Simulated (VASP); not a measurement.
**Ni: single point with BLYP**

The system is Ni.

```
Ni
1.0
     2.80178    0.00000    0.00000
     0.00000    2.80178    0.00000
     0.00000    0.00000    2.80178
Ni
2
Direct
  0.00000 0.00000 0.00000
  0.50000 0.50000 0.50000
```

This isn't the form of Ni at room conditions, which is fcc.

```yaml
Program: VASP 6.6.1
Task: single point
Functional: BLYP
Potentials_or_basis: VASP PAW PBE potentials, release 64 (Ni)
Cutoff: 520 eV
k_mesh: 12 × 12 × 12
Occupations: fermi-dirac, width 0.05 eV
Spin: collinear spin, ferromagnetic start
Starting_moments: "[-0.58, -0.58] μB"
```

The pressure is 9.0 GPa, the net moment is -1.02 μB per cell and the site moments are Ni -0.52 μB. The valence electrons inside the program's atomic spheres are Ni 9.34.

Levels at points of the mesh, in eV from the Fermi level:
Spin up:
| k point | band 7 | band 8 | band 9 | band 10 | band 11 | band 12 | band 13 | band 14 |
| --- | --- | --- | --- | --- | --- | --- | --- | --- |
| (0.00, 0.00, 0.00) | -0.42 | -0.42 | 0.48 | 0.48 | 0.48 | 9.85 | 9.85 | 9.85 |
| (0.50, 0.00, 0.00) | -1.24 | -1.24 | -0.58 | -0.58 | 0.49 | 0.49 | 16.95 | 16.95 |
| (0.50, 0.50, 0.00) | -0.26 | -0.26 | 0.51 | 0.51 | 0.71 | 0.71 | 6.80 | 6.80 |
| (0.50, 0.50, 0.50) | -0.23 | -0.23 | -0.23 | -0.23 | 8.57 | 8.57 | 8.57 | 8.57 |
Spin down:
```csv
k point,band 7,band 8,band 9,band 10,band 11,band 12,band 13,band 14
"(0.00, 0.00, 0.00)",-0.83,-0.83,-0.22,-0.22,-0.22,9.81,9.81,9.81
"(0.50, 0.00, 0.00)",-1.85,-1.85,-1.24,-1.24,0.14,0.14,16.81,16.81
"(0.50, 0.50, 0.00)",-0.69,-0.69,0.00,0.00,0.53,0.53,6.48,6.48
"(0.50, 0.50, 0.50)",-0.66,-0.66,-0.66,-0.66,8.36,8.36,8.36,8.36
```

Run time: 31 s on 1 thread of Intel(R) Xeon(R) 6975P-C (Granite Rapids), on a shared host, peak memory 0.18 GiB.

Caveat: the cell stands under pressure; the PAW data sets were made with another functional, which shifts forces and pressure a little.
